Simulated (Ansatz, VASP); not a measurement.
## B6C: VASP beside Ansatz

INCAR

```
PREC = Accurate ; ENCUT = 600
EDIFF = 1E-6 ; ISMEAR = 0
SIGMA = 0.1 ; LREAL = F
LASPH = T ; NELM = 60
ALGO = Normal ; ISIF = 3
LWAVE = F ; LCHARG = F
GGA = PE ; IBRION = 2
NSW = 80 ; EDIFFG = -0.001
```

Contents of KPOINTS:

```
Automatic mesh
0
Gamma
  12 12 6
```

The input POSCAR:

```
B6C
1.0
    2.9013577081      0.0000000000      0.0000000000
    0.0000000000      2.9013577081      0.0000000000
    0.0000000000      0.0000000000      5.7614339412
B C
6 1
Direct
    0.0000000000      0.5000000000      0.3035369335
    0.5000000000      0.0000000000      0.3035369335
    0.0000000000      0.5000000000      0.6964630665
    0.5000000000      0.0000000000      0.6964630665
    0.0000000000      0.0000000000      0.1478984011
    0.0000000000      0.0000000000      0.8521015989
    0.5000000000      0.5000000000      0.5000000000
```

Input for Ansatz:

```yaml
crystal:
  lattice:
    - [2.9013577081, 0.0, 0.0]
    - [0.0, 2.9013577081, 0.0]
    - [0.0, 0.0, 5.7614339412]
  atoms:
    - { symbol: B, position: [0.0, 0.5, 0.3035369335] }
    - { symbol: B, position: [0.5, 0.0, 0.3035369335] }
    - { symbol: B, position: [0.0, 0.5, 0.6964630665] }
    - { symbol: B, position: [0.5, 0.0, 0.6964630665] }
    - { symbol: B, position: [0.0, 0.0, 0.1478984011] }
    - { symbol: B, position: [0.0, 0.0, 0.8521015989] }
    - { symbol: C, position: [0.5, 0.5, 0.5] }
basis:
  ecutwfc: 420
kpoints:
  mp_grid: { grid: [12, 12, 6] }
hamiltonian:
  xc: pbe
scf:
  occupations: { method: gaussian, width: 0.1 }
output:
  forces: true
  stress: true
  eigenvalues: true
  write_density: true
  write_potential: true
  elf: true
  volumetric_format: npy
relax:
  adjacent_minimum: "off"
  f_tol: 0.001
  max_steps: 60
  cell: { stress_tol: 0.01 }
```

Alike in both runs: task relaxation of cell and atoms; functional PBE; k mesh 12 × 12 × 6; occupations gaussian, width 0.1 eV; no spin polarisation.

|  | VASP | Ansatz |
| --- | --- | --- |
| version | VASP 6.6.1 | Ansatz 0.2.0 |
| potentials or method | VASP PAW PBE potentials, release 64 (B, C), cutoff 600 eV | scalar-relativistic, plane waves, PAW |
| valence electrons in the cell | 22 | 22 |

```csv
,VASP,Ansatz,Ansatz less VASP
"gap on the k mesh at the Fermi level, each at its own relaxed structure (eV)",none,none,-
relaxed volume (Å³/atom),6.93,6.93,+0.001
relaxed length of the cell vector where the two differ most in proportion (Å),5.766,5.766,+0.0003
```

A gap of «none» marks a metal or a gap that the smearing closes.
